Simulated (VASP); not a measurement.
# PbSe in VASP: further runs

The runs below take PbSe through single point, with PBE.

Program: VASP 6.6.1. These are calculated values, not measurements. Logs are shortened: lines on timing, memory, paths and dates and some standing lists are left out, and cuts for length are marked.

### 1 The cell of the first run

Symmetry: I4mm, No. 107, tetragonal system. Conventional cell: a = 4.397 Å, b = 4.397 Å, c = 6.273 Å, α = 90.00°, β = 90.00°, γ = 90.00°. Pb (site symmetry 4mm) has 6 Se at 2.98 to 3.30 Å within 3.9 Å. Within 3.9 Å of Se (site symmetry 4mm) lie 6 Pb at 2.98 to 3.30 Å.

### 2 Single point, PBE

File INCAR:

```
SYSTEM = PbSe
PREC = Accurate
ENCUT = 520
EDIFF = 1E-6
ISMEAR = 0
SIGMA = 0.1
LREAL = .FALSE.
LASPH = .TRUE.
NELM = 100
ALGO = Normal
ISIF = 2
LWAVE = .FALSE.
LCHARG = .FALSE.
GGA = PE
NBANDS = 17
```

File KPOINTS:

```
regular mesh
0
G
  6 6 6
  0 0 0
```

File POSCAR:

```
PbSe
1.0
   -2.1985150770      2.1985150770      3.1365611764
    2.1985150770     -2.1985150770      3.1365611764
    2.1985150770      2.1985150770     -3.1365611764
Pb Se
1 1
Direct
    0.5101232358      0.5101232358      0.0000000000
    0.9844822493      0.9844822493      0.0000000000
```

Potentials or basis: VASP PAW PBE potentials, release 64 (Pb_d, Se).

Launch:

```sh
> cat potpaw_PBE.64/Pb_d/POTCAR potpaw_PBE.64/Se/POTCAR > POTCAR
> mpirun -np 1 vasp_std > vasp.out
```

OUTCAR:

```text
SYSTEM = PbSe
   PREC = Accurate
   ENCUT = 520
   EDIFF = 1E-6
   ISMEAR = 0
   LREAL = .FALSE.
   LASPH = .TRUE.
   NELM = 100
   ISIF = 2
   GGA = PE

 ion  position               nearest neighbor table
   1  0.510  0.510  0.000-   2 2.98   2 3.11   2 3.11   2 3.11   2 3.11   2 3.30
   2  0.984  0.984  0.000-   1 2.98   1 3.11   1 3.11   1 3.11   1 3.11   1 3.30

  LATTYP: Found a body centered tetragonal cell.
 ALAT       =     4.3970301540
 C/A-ratio  =     1.4266725797

  Lattice vectors:

 A1 = (  -2.1985150770,   2.1985150770,   3.1365611764)
 A2 = (   2.1985150770,  -2.1985150770,   3.1365611764)
 A3 = (   2.1985150770,   2.1985150770,  -3.1365611764)

Analysis of symmetry for initial positions (statically):
=====================================================================
 Subroutine PRICEL returns:
 Original cell was already a primitive cell.

 Routine SETGRP: Setting up the symmetry group for a
 body centered tetragonal supercell.

 Subroutine GETGRP returns: Found  8 space group operations
 (whereof  8 operations were pure point group operations)
 out of a pool of 16 trial point group operations.

The static configuration has the point symmetry C_4v.

Analysis of symmetry for dynamics (positions and initial velocities):
=====================================================================
 Subroutine PRICEL returns:
 Original cell was already a primitive cell.

 Routine SETGRP: Setting up the symmetry group for a
 body centered tetragonal supercell.

 Subroutine GETGRP returns: Found  8 space group operations
 (whereof  8 operations were pure point group operations)
 out of a pool of 16 trial point group operations.

The dynamic configuration has the point symmetry C_4v.

 Subroutine INISYM returns: Found  8 space group operations
 (whereof  8 operations are pure point group operations),
 and found     1 'primitive' translations

----------------------------------------------------------------------------------------

                                     Primitive cell

  volume of cell :      60.6419

  direct lattice vectors                    reciprocal lattice vectors
    -2.198515077  2.198515077  3.136561176     0.000000000  0.227426232  0.159410250
     2.198515077 -2.198515077  3.136561176     0.227426232  0.000000000  0.159410250
     2.198515077  2.198515077 -3.136561176     0.227426232  0.227426232  0.000000000

  length of vectors
     4.416441226  4.416441226  4.416441226     0.277730659  0.277730659  0.321629262

  position of ions in fractional coordinates (direct lattice)
     0.510123236  0.510123236  0.000000000
     0.984482249  0.984482249  0.000000000

  ion indices of the primitive-cell ions
   primitive index   ion index
                 1           1
                 2           2

----------------------------------------------------------------------------------------

 KPOINTS: regular mesh

Automatic generation of k-mesh.
 Grid dimensions read from file:
 generate k-points for:    6    6    6

 Generating k-lattice:

  Cartesian coordinates                     Fractional coordinates (reciprocal lattice)
     0.000000000  0.037904372  0.026568375     0.166666667 -0.000000000  0.000000000
     0.037904372  0.000000000  0.026568375    -0.000000000  0.166666667  0.000000000
     0.037904372  0.037904372  0.000000000     0.000000000  0.000000000  0.166666667

  Length of vectors
     0.046288443  0.046288443  0.053604877

  Shift w.r.t. Gamma in fractional coordinates (k-lattice)
     0.000000000  0.000000000  0.000000000

 Subroutine IBZKPT returns following result:
 ===========================================

 Found     30 irreducible k-points:

 Following reciprocal coordinates:
            Coordinates               Weight
  0.000000  0.000000  0.000000      1.000000
  0.166667  0.000000 -0.000000      8.000000
  0.333333  0.000000 -0.000000      8.000000
  0.500000  0.000000 -0.000000      4.000000
  0.166667  0.166667  0.000000      8.000000
  0.333333  0.166667 -0.000000     16.000000
[... 16 lines left out ...]
 -0.333333 -0.333333  0.166667      8.000000
 -0.166667 -0.333333  0.166667      8.000000
 [... further k-points ...]
   k-points           NKPTS =     30   k-points in BZ     NKDIM =     30   number of bands    NBANDS=     17
   number of dos      NEDOS =    301   number of ions     NIONS =      2
   total plane-waves  NPLWV =  46656
   dimension x,y,z NGX =    36 NGY =   36 NGZ =   36
   dimension x,y,z NGXF=    72 NGYF=   72 NGZF=   72
   ions per type =               1   1
   NGX,Y,Z   is equivalent  to a cutoff of  13.55, 13.55, 13.55 a.u.
   NGXF,Y,Z  is equivalent  to a cutoff of  27.10, 27.10, 27.10 a.u.
 SYSTEM =  PbSe
   PREC   = accura    normal or accurate (medium, high low for compatibility)
   ISTART =      0    job   : 0-new  1-cont  2-samecut
   ICHARG =      2    charge: 1-file 2-atom 10-const
   ISPIN  =      1    spin polarized calculation?
   LNONCOLLINEAR =      F non collinear calculations
   LSORBIT =      F    spin-orbit coupling
   LASPH  =      T    aspherical Exc in radial PAW
   ENCUT  =  520.0 eV  38.22 Ry    6.18 a.u.   8.21  8.21  8.21*2*pi/ulx,y,z
   NELM   =    100;   NELMIN=  2; NELMDL= -5     # of ELM steps
   EDIFF  = 0.1E-05   stopping-criterion for ELM
   LREAL  =      F    real-space projection
   EDIFFG = 0.1E-04   stopping-criterion for IOM
   NSW    =      0    number of steps for IOM
   IBRION =     -1    ionic relax: 0-MD 1-quasi-New 2-CG
   NFREE  =      0    steps in history (QN), initial steepest desc. (CG)
   ISIF   =      2    stress and relaxation
   ISYM   =      2    0-nonsym 1-usesym 2-fastsym
   POTIM  = 0.5000    time-step for ionic-motion
   TEBEG  =    0.0;   TEEND  =   0.0 temperature during run
   PSTRESS=    0.0 pullay stress
   NELECT =      20.0000    total number of electrons
   NUPDOWN=      -1.0000    fix difference up-down
   EMIN   =  10.00;   EMAX   =-10.00  energy-range for DOS
   EFERMI =   0.00;   METHOD = LEGACY
   ISMEAR =     0;   SIGMA  =   0.10  broadening in eV -4-tet -1-fermi 0-gaus
   EFERMI_NEDOS =   21; number of points for ismear=-14 and -15
   IALGO  =     38    algorithm
   IMIX   =      4    mixing-type and parameters
     AMIX     =   0.40;   BMIX     =  1.00
     AMIX_MAG =   1.60;   BMIX_MAG =  1.00
  volume/ion in A,a.u.               =      30.32       204.62
  Fermi-wavevector in a.u.,A,eV,Ry     =   1.131082  2.137434 17.406554  1.279346
  Thomas-Fermi vector in A             =   2.267780
   LORBIT       =      0    0 simple, 1 ext, 2 COOP (PROOUT), +10 PAW based schemes
   GGA     = PE    functional components
   LHFCALC =     F    Hartree Fock is set to
   AEXX    =    0.0000 exact exchange contribution
   IVDW    =     0    specifies the selected vdW correction
   LEPSILON=     F    determine dielectric tensor
   LRPA    =     F    only Hartree local field effects (RPA)
 non-spin polarized calculation
 Gauss-broadening in eV      SIGMA  =   0.10
  energy-cutoff  :      520.00
  volume of cell :       60.64
 maximum number of plane-waves:      1644
 NGX is ok and might be reduce to    36
   NGX = 17   NGY = 17   NGZ = 17

 number of electron      20.0000000 magnetization

 Free energy of the ion-electron system (eV)
  ---------------------------------------------------
  ext. energy  EPLUGINS =         0.00000000
  ---------------------------------------------------
  free energy    TOTEN  =        -8.19949066 eV

  energy without entropy =       -8.19949062  energy(sigma->0) =       -8.19949064

 E-fermi :   4.5972     XC(G=0):  -9.2702

 val. band max:        4.2654121602   @ k =   0.5000   0.0000  -0.0000
 cond. band min:       4.9290598117   @ k =   0.5000   0.0000  -0.0000
 fundamental gap:      0.6636476515
 Fermi energy:         4.5972321331

 k-point     1 :       0.0000    0.0000    0.0000
  band No.  band energies     occupation
      1     -12.3448      2.00000
      2     -12.3421      2.00000
      3     -12.3421      2.00000
      4     -12.3401      2.00000
      5     -12.3374      2.00000
      6      -8.7733      2.00000
[... 9 lines left out ...]
     16      11.1778      0.00000
     17      12.4239      0.00000

 k-point     2 :       0.1667    0.0000   -0.0000
  band No.  band energies     occupation
      1     -12.3463      2.00000
      2     -12.3434      2.00000
      3     -12.3421      2.00000
      4     -12.3360      2.00000
      5     -12.3344      2.00000
      6      -8.5867      2.00000
[... 9 lines left out ...]
     16      11.6216      0.00000
     17      14.0634      0.00000

 k-point     3 :       0.3333    0.0000   -0.0000
  band No.  band energies     occupation
      1     -12.3560      2.00000
      2     -12.3525      2.00000
      3     -12.3406      2.00000
      4     -12.3228      2.00000
      5     -12.3217      2.00000
      6      -8.1318      2.00000
[... 9 lines left out ...]
     16      12.9780      0.00000
     17      15.9243      0.00000

 k-point     4 :       0.5000    0.0000   -0.0000
  band No.  band energies     occupation
      1     -12.3609      2.00000
      2     -12.3571      2.00000
      3     -12.3400      2.00000
      4     -12.3160      2.00000
      5     -12.3153      2.00000
      6      -7.8360      2.00000
[... 9 lines left out ...]
     16      14.5583      0.00000
     17      14.6059      0.00000

 k-point     5 :       0.1667    0.1667    0.0000
  band No.  band energies     occupation
      1     -12.3533      2.00000
      2     -12.3469      2.00000
      3     -12.3411      2.00000
      4     -12.3336      2.00000
      5     -12.3249      2.00000
      6      -8.3048      2.00000
[... 9 lines left out ...]
     16      13.2286      0.00000
     17      13.9523      0.00000

 k-point     6 :       0.3333    0.1667   -0.0000
  band No.  band energies     occupation
      1     -12.3674      2.00000
      2     -12.3519      2.00000
      3     -12.3362      2.00000
      4     -12.3222      2.00000
      5     -12.3211      2.00000
      6      -7.8696      2.00000
[... 9 lines left out ...]
     16      13.9793      0.00000
     17      15.3442      0.00000

 k-point     7 :       0.5000    0.1667   -0.0000
  band No.  band energies     occupation
      1     -12.3759      2.00000
      2     -12.3495      2.00000
      3     -12.3375      2.00000
      4     -12.3226      2.00000
      5     -12.3144      2.00000
      6      -7.7676      2.00000
[... 9 lines left out ...]
     16      14.8074      0.00000
     17      15.0970      0.00000

 k-point     8 :      -0.3333    0.1667    0.0000
  band No.  band energies     occupation
      1     -12.3694      2.00000
      2     -12.3452      2.00000
      3     -12.3405      2.00000
      4     -12.3268      2.00000
      5     -12.3204      2.00000
      6      -8.1469      2.00000
[... 9 lines left out ...]
     16      13.8199      0.00000
     17      14.9977      0.00000
[... 203 lines left out ...]
      1     -12.3673      2.00000
      2     -12.3512      2.00000
      3     -12.3358      2.00000
      4     -12.3224      2.00000
      5     -12.3210      2.00000
      6      -7.8667      2.00000
[... 9 lines left out ...]
     16      14.0823      0.00000
     17      15.2802      0.00000

 k-point    20 :       0.5000    0.5000    0.1667
  band No.  band energies     occupation
      1     -12.4151      2.00000
      2     -12.3448      2.00000
      3     -12.3333      2.00000
      4     -12.3207      2.00000
      5     -12.3068      2.00000
      6      -7.5153      2.00000
[... 9 lines left out ...]
     16      15.6352      0.00000
     17      16.7183      0.00000

 k-point    21 :      -0.3333    0.5000    0.1667
  band No.  band energies     occupation
      1     -12.3951      2.00000
      2     -12.3435      2.00000
      3     -12.3324      2.00000
      4     -12.3292      2.00000
      5     -12.3111      2.00000
      6      -7.5956      2.00000
[... 9 lines left out ...]
     16      15.6038      0.00000
     17      15.7377      0.00000

 k-point    22 :      -0.1667    0.5000    0.1667
  band No.  band energies     occupation
      1     -12.3770      2.00000
      2     -12.3478      2.00000
      3     -12.3389      2.00000
      4     -12.3224      2.00000
      5     -12.3139      2.00000
      6      -7.7704      2.00000
[... 9 lines left out ...]
     16      14.7965      0.00000
     17      15.0385      0.00000

 k-point    23 :      -0.3333   -0.3333    0.1667
  band No.  band energies     occupation
      1     -12.3893      2.00000
      2     -12.3441      2.00000
      3     -12.3401      2.00000
      4     -12.3193      2.00000
      5     -12.3163      2.00000
      6      -7.8023      2.00000
[... 9 lines left out ...]
     16      14.5692      0.00000
     17      14.9027      0.00000

 k-point    24 :      -0.1667   -0.3333    0.1667
  band No.  band energies     occupation
      1     -12.3716      2.00000
      2     -12.3467      2.00000
      3     -12.3395      2.00000
      4     -12.3259      2.00000
      5     -12.3197      2.00000
      6      -8.1523      2.00000
[... 9 lines left out ...]
     16      13.8243      0.00000
     17      15.1314      0.00000

 [... further k-points ...]

------------------------ aborting loop because EDIFF is reached ----------------------------------------

  FORCE on cell =-STRESS in cart. coord.  units (eV):
  Direction    XX          YY          ZZ          XY          YZ          ZX
  --------------------------------------------------------------------------------------
  -------------------------------------------------------------------------------------
  Total       -0.0727400     -0.0727400     -0.0746798      0.0000000      0.0000000      0.0000000
  in kB       -1.9218129     -1.9218129     -1.9730633      0.0000000      0.0000000      0.0000000
  external PRESSURE =      -1.9388964 kB  Pullay stress =       0.0000000 kB

 VOLUME and BASIS-vectors are now :
 -----------------------------------------------------------------------------
  energy-cutoff  :      520.00
  volume of cell :       60.64
      direct lattice vectors                 reciprocal lattice vectors
    -2.198515077  2.198515077  3.136561176     0.000000000  0.227426232  0.159410250
     2.198515077 -2.198515077  3.136561176     0.227426232  0.000000000  0.159410250
     2.198515077  2.198515077 -3.136561176     0.227426232  0.227426232  0.000000000

 POSITION                                       TOTAL-FORCE (eV/Angst)
 -----------------------------------------------------------------------------------
      0.00000      0.00000      3.20007        -0.000000     -0.000000     -0.029024
      0.00000      0.00000      6.17578         0.000000      0.000000      0.029024
 -----------------------------------------------------------------------------------
    total drift:                               -0.000000     -0.000000      0.000114

  FREE ENERGIE OF THE ION-ELECTRON SYSTEM (eV)
  ---------------------------------------------------
  free  energy   TOTEN  =        -8.1994906562 eV

  energy  without entropy=       -8.1994906217  energy(sigma->0) =       -8.19949064
```

Wall time 53 s (1 thread of Intel Xeon Platinum 8259CL at 2.50GHz (Skylake/Cascade Lake), shared host); peak memory 0.21 GiB.

What came out:

- Free energy: -8.1995 eV
- Pressure: -0.2 GPa
- Largest force: 0.029 eV/Å
- Band gap on the k mesh: 0.66 eV

Forces in eV/Å, atoms in the order of the input:
```
Pb   0.000  0.000 -0.029
Se   0.000  0.000  0.029
```

Caveat: spin-orbit coupling is left out, which moves the levels of the heavy elements.

### 3 Single point, PBE

File INCAR:

```
PREC = Accurate
ENCUT = 520
EDIFF = 1E-7
ISMEAR = 0
SIGMA = 0.1
LREAL = False
LASPH = True
NELM = 80
ALGO = Normal
ISIF = 2
LWAVE = False
LCHARG = False
GGA = PE
NBANDS = 17
```

File KPOINTS:

```
Automatic mesh
0
Gamma
  4 4 4
```

File POSCAR:

```
PbSe
1.0
    4.2805655934     -0.1601689359      0.8384152135
    0.0998089477      4.3752520377      0.3120115525
    1.5470571082      1.9047246247      3.6669575924
Pb Se
1 1
Direct
    0.3523258962      0.3555467693      0.1649536928
    0.8976741038      0.8944532307      1.0850463072
```

Potentials or basis: VASP PAW PBE potentials, release 64 (Pb_d, Se).

Launch:

```sh
> cat potpaw_PBE.64/Pb_d/POTCAR potpaw_PBE.64/Se/POTCAR > POTCAR
> mpirun -np 1 vasp_std > vasp.out
```

It took 47 s on 1 thread of Intel Xeon Platinum 8259CL at 2.50GHz (Skylake/Cascade Lake), shared host; peak memory 0.21 GiB.

The run converged. Its results:

- Free energy: -8.1990 eV
- Pressure: 0.1 GPa
- Largest force: 0.006 eV/Å
- Band gap on the k mesh: 0.81 eV (least direct gap 0.82 eV)

Forces on the atoms (eV/Å):
```
Pb   0.006 -0.001 -0.002
Se  -0.006  0.001  0.002
```

Stress tensor (GPa, compression positive):
```
 0.19  0.02  0.12
 0.02  0.04 -0.01
 0.12 -0.01  0.14
```

Levels at points of the mesh, in eV from the valence-band top:
```
           k point  band 6  band 7  band 8  band 9  band 10  band 11  band 12  band 13  band 14  band 15
(0.00, 0.00, 0.00)  -13.01   -6.13   -1.48   -1.45    -1.41     4.58     4.64     4.65     6.76     7.17
(0.50, 0.00, 0.00)  -12.08   -8.26   -1.29   -1.08    -0.04     0.91     2.11     2.27     8.50    10.27
(0.00, 0.50, 0.00)  -12.07   -8.27   -1.32   -1.08     0.00     0.87     2.14     2.25     8.53    10.28
(0.50, 0.50, 0.00)  -11.76   -7.09   -4.34   -2.77    -2.60     3.65     5.50     6.08     6.25    10.88
(0.00, 0.00, 0.50)  -11.79   -7.25   -4.07   -2.70    -2.65     4.18     5.70     5.72     5.95    11.34
(0.50, 0.00, 0.50)  -12.05   -8.26   -1.34   -1.12    -0.02     0.81     2.10     2.21     8.56    10.35
(0.00, 0.50, 0.50)  -12.08   -8.27   -1.31   -1.07    -0.01     0.89     2.14     2.26     8.52    10.27
(0.50, 0.50, 0.50)  -11.76   -7.10   -4.35   -2.77    -2.60     3.65     5.50     6.08     6.25    10.89
```

Caveat: the k points lie up to 0.44 Å⁻¹ apart; spin-orbit coupling is left out, which moves the levels of the heavy elements.
